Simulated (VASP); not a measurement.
Si2Sb2Se: single point with PBE

Crystal: Si2Sb2Se.

```
Si Sb Se
1.0
     5.14986    0.00000    0.00000
    -2.57493    4.45991    0.00000
     0.00000    0.00000    5.56366
Si Sb Se
2 2 1
Direct
  0.33333 0.66667 0.50000
  0.66667 0.33333 0.50000
  0.33333 0.66667 0.00000
  0.66667 0.33333 0.00000
  0.00000 0.00000 0.00000
```

The cell was generated, and may not be a known phase.

| Quantity | Value |
| --- | --- |
| Program | VASP 6.6.1 |
| Task | single point |
| Functional | PBE |
| Potentials or basis | VASP PAW PBE potentials, release 64 (Si, Sb, Se) |
| Cutoff | 520 eV |
| k mesh | 12 × 12 × 8 |
| Occupations | gaussian, width 0.1 eV |
| Spin | no spin polarisation |
| Dipole correction | no |
| Further INCAR settings | ALGO = Normal; EDIFF = 1e-07; NBANDS = 20 |

```
Pressure               : 0.0 GPa
Band gap on the k mesh : zero (bands 12 and 13 overlap by 1.44 eV)
```

Stress tensor (GPa, compression positive):
```
-0.04  0.00  0.00
 0.00 -0.04  0.00
 0.00  0.00  0.10
```

Levels at points of the mesh, in eV from the Fermi level:
| k point | band 10 | band 11 | band 12 | band 13 | band 14 | band 15 |
| --- | --- | --- | --- | --- | --- | --- |
| (0.00, 0.00, 0.00) | -2.40 | -1.76 | -0.64 | -0.20 | -0.20 | 2.36 |
| (0.50, 0.00, 0.00) | -1.29 | -1.26 | -0.85 | 1.26 | 1.39 | 2.12 |
| (0.00, 0.00, 0.50) | -1.95 | -1.27 | -1.27 | 0.31 | 0.51 | 1.72 |
| (0.50, 0.00, 0.50) | -0.46 | 0.29 | 0.49 | 0.94 | 1.58 | 2.14 |

It took 5.4 min on 1 thread of AMD EPYC 7R13, on a shared host, peak memory 0.39 GiB.

Caveat: spin-orbit coupling is left out, which moves the levels of the heavy elements.
